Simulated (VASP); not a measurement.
# TiTe2 (P-3m1) in VASP: further runs

TiTe2 is run at these levels: PBE; tasks: single point.

Program: VASP 6.6.1. These are calculated values, not measurements. Logs are shortened: lines on timing, memory, paths and dates and some standing lists are left out, and cuts for length are marked.

### 1 The cell of the first run

It takes space group P-3m1 (No. 164, trigonal). Conventional cell: a = 3.683 Å, b = 3.683 Å, c = 6.173 Å, α = 90.00°, β = 90.00°, γ = 120.00°. Within 3.5 Å of Ti (site symmetry -3m) lie 6 Te at 2.67 Å. Te (site symmetry 3m) has 3 Ti at 2.67 Å and 9 Te at 3.62 to 3.68 Å within 3.7 Å.

### 2 Single point, PBE (strain -0.025 along x and y, -0.050 along z)

The input, INCAR:

```
SYSTEM = TiTe2
PREC = Accurate
ENCUT = 520
EDIFF = 1E-7
ISMEAR = 0
SIGMA = 0.15
LREAL = .FALSE.
LASPH = .TRUE.
NELM = 100
ALGO = Normal
ISIF = 2
LWAVE = .FALSE.
LCHARG = .FALSE.
GGA = PE
NBANDS = 19
```

The input, KPOINTS:

```
Automatic mesh
0
G
  12 12 8
  0 0 0
```

The input, POSCAR:

```
TiTe2
1.0
    3.6825758654      0.0000000000      0.0000000000
   -1.8412879327      3.1892042508      0.0000000000
    0.0000000000      0.0000000000      6.1731000000
Ti Te
1 2
Direct
    0.0000000000      0.0000000000      0.0000000000
    0.6666666667      0.3333333333      0.2628000000
    0.3333333333      0.6666666667      0.7372000000
```

Potentials or basis: VASP PAW PBE potentials, release 64 (Ti_sv, Te).

On the command line:

```console
$ cat potpaw_PBE.64/Ti_sv/POTCAR potpaw_PBE.64/Te/POTCAR > POTCAR
$ mpirun -np 1 vasp_std > vasp.out
```

OUTCAR:

```text
SYSTEM = TiTe2
   PREC = Accurate
   ENCUT = 520
   EDIFF = 1E-7
   ISMEAR = 0
   LREAL = .FALSE.
   LASPH = .TRUE.
   NELM = 100
   ISIF = 2
   GGA = PE

 ion  position               nearest neighbor table
   1  0.000  0.000  0.000-   2 2.67   3 2.67   2 2.67   3 2.67   2 2.67   3 2.67
   2  0.667  0.333  0.263-   1 2.67   1 2.67   1 2.67   3 3.62   3 3.62   3 3.62
   3  0.333  0.667  0.737-   1 2.67   1 2.67   1 2.67   2 3.62   2 3.62   2 3.62

  LATTYP: Found a hexagonal cell.
 ALAT       =     3.6825758654
 C/A-ratio  =     1.6762994778

  Lattice vectors:

 A1 = (   3.6825758654,   0.0000000000,   0.0000000000)
 A2 = (  -1.8412879327,   3.1892042508,   0.0000000000)
 A3 = (   0.0000000000,   0.0000000000,   6.1731000000)

Analysis of symmetry for initial positions (statically):
=====================================================================
 Subroutine PRICEL returns:
 Original cell was already a primitive cell.

 Routine SETGRP: Setting up the symmetry group for a
 hexagonal supercell.

 Subroutine GETGRP returns: Found 12 space group operations
 (whereof 12 operations were pure point group operations)
 out of a pool of 24 trial point group operations.

The static configuration has the point symmetry D_3d.

Analysis of symmetry for dynamics (positions and initial velocities):
=====================================================================
 Subroutine PRICEL returns:
 Original cell was already a primitive cell.

 Routine SETGRP: Setting up the symmetry group for a
 hexagonal supercell.

 Subroutine GETGRP returns: Found 12 space group operations
 (whereof 12 operations were pure point group operations)
 out of a pool of 24 trial point group operations.

The dynamic configuration has the point symmetry D_3d.

 Subroutine INISYM returns: Found 12 space group operations
 (whereof 12 operations are pure point group operations),
 and found     1 'primitive' translations

----------------------------------------------------------------------------------------

                                     Primitive cell

  volume of cell :      72.4999

  direct lattice vectors                    reciprocal lattice vectors
     3.682575865  0.000000000  0.000000000     0.271549056  0.156778921  0.000000000
    -1.841287933  3.189204251  0.000000000     0.000000000  0.313557841  0.000000000
     0.000000000  0.000000000  6.173100000     0.000000000  0.000000000  0.161993164

  length of vectors
[... 82 lines left out ...]
   ENCUT  =  520.0 eV  38.22 Ry    6.18 a.u.   6.85  6.85 11.48*2*pi/ulx,y,z
   NELM   =    100;   NELMIN=  2; NELMDL= -5     # of ELM steps
   EDIFF  = 0.1E-06   stopping-criterion for ELM
   LREAL  =      F    real-space projection
   EDIFFG = 0.1E-05   stopping-criterion for IOM
   NSW    =      0    number of steps for IOM
   IBRION =     -1    ionic relax: 0-MD 1-quasi-New 2-CG
   NFREE  =      0    steps in history (QN), initial steepest desc. (CG)
   ISIF   =      2    stress and relaxation
   ISYM   =      2    0-nonsym 1-usesym 2-fastsym
   POTIM  = 0.5000    time-step for ionic-motion
   TEBEG  =    0.0;   TEEND  =   0.0 temperature during run
   PSTRESS=    0.0 pullay stress
   NELECT =      24.0000    total number of electrons
   NUPDOWN=      -1.0000    fix difference up-down
   EMIN   =  10.00;   EMAX   =-10.00  energy-range for DOS
   EFERMI =   0.00;   METHOD = LEGACY
   ISMEAR =     0;   SIGMA  =   0.15  broadening in eV -4-tet -1-fermi 0-gaus
   EFERMI_NEDOS =   21; number of points for ismear=-14 and -15
   IALGO  =     38    algorithm
   IMIX   =      4    mixing-type and parameters
     AMIX     =   0.40;   BMIX     =  1.00
     AMIX_MAG =   1.60;   BMIX_MAG =  1.00
  volume/ion in A,a.u.               =      24.17       163.08
  Fermi-wavevector in a.u.,A,eV,Ry     =   1.132486  2.140088 17.449802  1.282524
  Thomas-Fermi vector in A             =   2.269187
   LORBIT       =      0    0 simple, 1 ext, 2 COOP (PROOUT), +10 PAW based schemes
   GGA     = PE    functional components
   LHFCALC =     F    Hartree Fock is set to
   AEXX    =    0.0000 exact exchange contribution
   IVDW    =     0    specifies the selected vdW correction
   LEPSILON=     F    determine dielectric tensor
   LRPA    =     F    only Hartree local field effects (RPA)
 non-spin polarized calculation
 Gauss-broadening in eV      SIGMA  =   0.15
  energy-cutoff  :      520.00
  volume of cell :       72.50
 maximum number of plane-waves:      1972
   NGX = 13   NGY = 13   NGZ = 23

 number of electron      24.0000007 magnetization

 Free energy of the ion-electron system (eV)
  ---------------------------------------------------
  ext. energy  EPLUGINS =         0.00000000
  ---------------------------------------------------
  free energy    TOTEN  =       -15.96437251 eV

  energy without entropy =      -15.94793672  energy(sigma->0) =      -15.95615462

 E-fermi :   8.1120     XC(G=0): -10.3308

 val. band max:        8.1037508454   @ k =   0.4167   0.0000   0.1250
 cond. band min:       8.1126178901   @ k =   0.3333   0.0000   0.1250
 fundamental gap:      0.0088670447
 Fermi energy:         8.1119889491

 k-point     1 :       0.0000    0.0000    0.0000
  band No.  band energies     occupation
      1     -49.1540      2.00000
      2     -25.4419      2.00000
      3     -25.4419      2.00000
      4     -25.4148      2.00000
      5      -4.9363      2.00000
      6      -2.9822      2.00000
[... 505 lines left out ...]
      6      -2.9364      2.00000
[... 11 lines left out ...]
     18      14.4339      0.00000
     19      15.4739      0.00000

 [... further k-points ...]

------------------------ aborting loop because EDIFF is reached ----------------------------------------

  FORCE on cell =-STRESS in cart. coord.  units (eV):
  Direction    XX          YY          ZZ          XY          YZ          ZX
  --------------------------------------------------------------------------------------
  -------------------------------------------------------------------------------------
  Total        3.7037156      3.7037156      5.1232761      0.0000000      0.0000000      0.0000000
  in kB       81.8485262     81.8485262    113.2194371      0.0000000      0.0000000      0.0000000
  external PRESSURE =      92.3054965 kB  Pullay stress =       0.0000000 kB

 VOLUME and BASIS-vectors are now :
 -----------------------------------------------------------------------------
  energy-cutoff  :      520.00
  volume of cell :       72.50
      direct lattice vectors                 reciprocal lattice vectors
     3.682575865  0.000000000  0.000000000     0.271549056  0.156778921  0.000000000
    -1.841287933  3.189204251  0.000000000     0.000000000  0.313557841  0.000000000
     0.000000000  0.000000000  6.173100000     0.000000000  0.000000000  0.161993164

 POSITION                                       TOTAL-FORCE (eV/Angst)
 -----------------------------------------------------------------------------------
      0.00000      0.00000      0.00000        -0.000000      0.000000      0.000000
      1.84129      1.06307      1.62229         0.000000      0.000000      1.107107
     -0.00000      2.12614      4.55081         0.000000      0.000000     -1.107107
 -----------------------------------------------------------------------------------
    total drift:                                0.000000     -0.000000     -0.000000

  FREE ENERGIE OF THE ION-ELECTRON SYSTEM (eV)
  ---------------------------------------------------
  free  energy   TOTEN  =       -15.9643725143 eV

  energy  without entropy=      -15.9479367181  energy(sigma->0) =      -15.95615462
```

Wall time 5.5 min (1 thread of Intel Xeon 8259CL, shared host); peak memory 0.32 GiB.

Results:

```yaml
Free_energy: -15.9644 eV
Pressure: 9.2 GPa
Largest_force: 1.107 eV/Å
Band_gap_on_the_k_mesh: zero (bands 12 and 13 overlap by 0.77 eV)
```

Forces on the atoms (eV/Å):
```
Ti   0.000  0.000  0.000
Te   0.000  0.000  1.107
Te   0.000  0.000 -1.107
```

Stress tensor (GPa, compression positive):
```
 8.18  0.00  0.00
 0.00  8.18  0.00
 0.00  0.00 11.32
```

Levels at points of the mesh, in eV from the Fermi level:
```csv
k point,band 8,band 9,band 10,band 11,band 12,band 13,band 14,band 15,band 16,band 17
"(0.00, 0.00, 0.00)",-2.00,-2.00,0.35,0.35,0.37,0.99,1.22,1.22,3.42,3.42
"(0.50, 0.00, 0.00)",-3.98,-3.07,-2.70,-1.98,-1.37,0.03,1.23,1.62,2.63,3.88
"(0.00, 0.00, 0.50)",-2.84,-1.91,-1.91,0.34,0.34,0.80,0.80,1.32,4.02,4.02
"(0.50, 0.00, 0.50)",-5.09,-2.63,-2.34,-0.88,-0.69,-0.39,1.23,1.58,2.87,4.06
```

Caveat: the cell differs from its parent crystal (strain -0.025 along x and y, -0.050 along z); the cell stands under pressure; spin-orbit coupling is left out, which moves the levels of the heavy elements; this functional lacks dispersion, which binds the layers, so the pressure and a relaxed spacing across them are unreliable; forces of over 1 eV/Å act on the atoms, so gaps and moduli don't describe the material at rest.

### 3 Single point, PBE (strain -0.050 along x and y, +0.025 along z)

The input, INCAR:

```
ALGO     = Normal         # electronic algorithm
EDIFF    = 1E-6           # SCF threshold, eV
ENCUT    = 520            # plane-wave cutoff, eV
GGA      = PE             # functional
ISIF     = 2              # what is computed and relaxed
ISMEAR   = 0              # smearing method
LASPH    = True           # aspherical terms in the spheres
LCHARG   = True           # write CHGCAR
LELF     = True           # ELF
LREAL    = False          # projectors in reciprocal space
LVHAR    = True         
LWAVE    = False          # write WAVECAR
NBANDS   = 19             # bands
NELM     = 100            # most SCF steps
PREC     = Accurate       # precision mode
SIGMA    = 0.15           # smearing width, eV
```

The input, KPOINTS:

```
k-points
0
Gamma
  12 12 8
```

The input, POSCAR:

```
TiTe2
1.0
    3.5881508432      0.0000000000      0.0000000000
   -1.7940754216      3.1074297828      0.0000000000
    0.0000000000      0.0000000000      6.6604500000
Ti Te
1 2
Direct
    0.0000000000      0.0000000000      0.0000000000
    0.6666666667      0.3333333333      0.2628000000
    0.3333333333      0.6666666667      0.7372000000
```

Potentials or basis: VASP PAW PBE potentials, release 64 (Ti_sv, Te).

On the command line:

```console
$ cat potpaw_PBE.64/Ti_sv/POTCAR potpaw_PBE.64/Te/POTCAR > POTCAR
$ mpirun -np 1 vasp_std > vasp.out
```

Wall time 5.1 min (1 thread of Intel Xeon 8259CL, shared host); peak memory 0.32 GiB.

The run converged. Its results:

* Free energy: -16.0631 eV
* Pressure: 6.5 GPa
* Largest force: 0.433 eV/Å
* Band gap on the k mesh: zero (bands 12 and 13 overlap by 0.92 eV)

Forces on the atoms (eV/Å):
```
Ti   0.000  0.000  0.000
Te   0.000  0.000  0.433
Te   0.000  0.000 -0.433
```

Stress tensor (GPa, compression positive):
```
7.28 0.00 0.00
0.00 7.28 0.00
0.00 0.00 4.96
```

Levels at points of the mesh, in eV from the Fermi level:
```
           k point  band 9  band 10  band 11  band 12  band 13  band 14  band 15  band 16
(0.00, 0.00, 0.00)   -1.41     0.06     0.08     0.53     0.53     1.63     1.63     3.55
(0.50, 0.00, 0.00)   -2.85    -2.63    -1.72    -0.82    -0.12     1.50     1.81     2.60
(0.00, 0.00, 0.50)   -1.36    -1.36     0.52     0.52     0.98     1.35     1.35     3.93
(0.50, 0.00, 0.50)   -2.77    -1.95    -1.22    -0.52    -0.34     1.50     1.87     2.93
```

Caveat: the cell differs from its parent crystal (strain -0.050 along x and y, +0.025 along z); the cell stands under pressure; spin-orbit coupling is left out, which moves the levels of the heavy elements; this functional lacks dispersion, which binds the layers, so the pressure and a relaxed spacing across them are unreliable.

[end of part 1 of 2]
